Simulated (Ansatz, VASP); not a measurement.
## Two plane-wave programs on Rb

Contents of INCAR:

```
ALGO = Normal ; EDIFF = 1E-7
ENCUT = 520 ; GGA = PE
ISIF = 2 ; ISMEAR = -1
LASPH = True ; LCHARG = True
LELF = True ; LREAL = False
LVHAR = True ; LWAVE = False
NBANDS = 10 ; NELM = 100
PREC = Accurate ; SIGMA = 0.1
```

File KPOINTS:

```
k-points
0
Gamma
  13 13 13
```

File POSCAR:

```
Rb
1.0
   -2.7176022380      2.7176022380      2.7176022380
    2.7176022380     -2.7176022380      2.7176022380
    2.7176022380      2.7176022380     -2.7176022380
Rb
1
Direct
    0.0000000000      0.0000000000      0.0000000000
```

Input for Ansatz:

```yaml
crystal:
  lattice:
    - [-2.717602238, 2.717602238, 2.717602238]
    - [2.717602238, -2.717602238, 2.717602238]
    - [2.717602238, 2.717602238, -2.717602238]
  atoms:
    - { symbol: Rb, position: [0.0, 0.0, 0.0] }
hamiltonian:
  xc: pbe
  pseudopotentials:
    kind: paw
    azcp:
      Rb: "pseudopotentials/Rb.paw.azcp"
basis:
  ecutwfc: 420
  fft_grid_basis: typed
kpoints:
  mp_grid: { grid: [13, 13, 13], shift: [0, 0, 0] }
magnetization:
  spin_polarized: false
scf:
  occupations: { method: fermi_dirac, width: 0.1 }
output:
  stress: true
```

Alike in both runs: task single point; functional PBE; k mesh 13 × 13 × 13; occupations fermi-dirac, width 0.1 eV; no spin polarisation.

|  | VASP | Ansatz |
| --- | --- | --- |
| version | VASP 6.6.1 | Ansatz 0.2.0 |
| potentials or method | VASP PAW PBE potentials, release 64 (Rb_sv), cutoff 520 eV | plane waves (420 eV) with PAW, scalar-relativistic |
| valence electrons in the cell | 9 | 9 |

|  | VASP | Ansatz | Ansatz less VASP |
| --- | --- | --- | --- |
| pressure (GPa) | 0.4 | 0.4 | 0.00 |

With one functional, cell and mesh, what is left measures potentials, basis and numerics.
